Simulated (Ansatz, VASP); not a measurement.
# CsH in VASP and in Ansatz

```xyz
2
Lattice="0.0000 3.4430 3.3155 3.4430 0.0000 3.3155 3.4430 3.4430 0.0000" Properties=species:S:1:pos:R:3 pbc="T T T"
Cs    0.0000    0.0000    0.0000
H     3.4430    3.4430    3.3155
```

Change from the starting cell: strain +0.080 along x and y, +0.040 along z, atoms carried along.

Alike in both runs: task single point; functional r2SCAN; k mesh 6 × 6 × 6; occupations gaussian, width 0.05 eV; no spin polarisation.

```csv
,VASP,Ansatz
version,VASP 6.6.1,Ansatz 0.2.0
potentials or method,"VASP PAW PBE potentials, release 64 (Cs_sv, H), cutoff 520 eV","scalar-relativistic, plane waves, PAW"
valence electrons in the cell,10,10
```

```tsv
	VASP	Ansatz	Ansatz less VASP
gap on the k mesh at the Fermi level (eV)	2.81	2.82	+0.010
least direct gap on the mesh (eV)	2.81	2.82	+0.010
pressure (GPa)	-1.3	-1.3	0.00
traceless stress, the component that is largest in VASP (GPa)	0.24	0.23	-0.006
```

VASP's potentials were made for PBE, not for r2SCAN.

Spin-orbit coupling is off throughout.
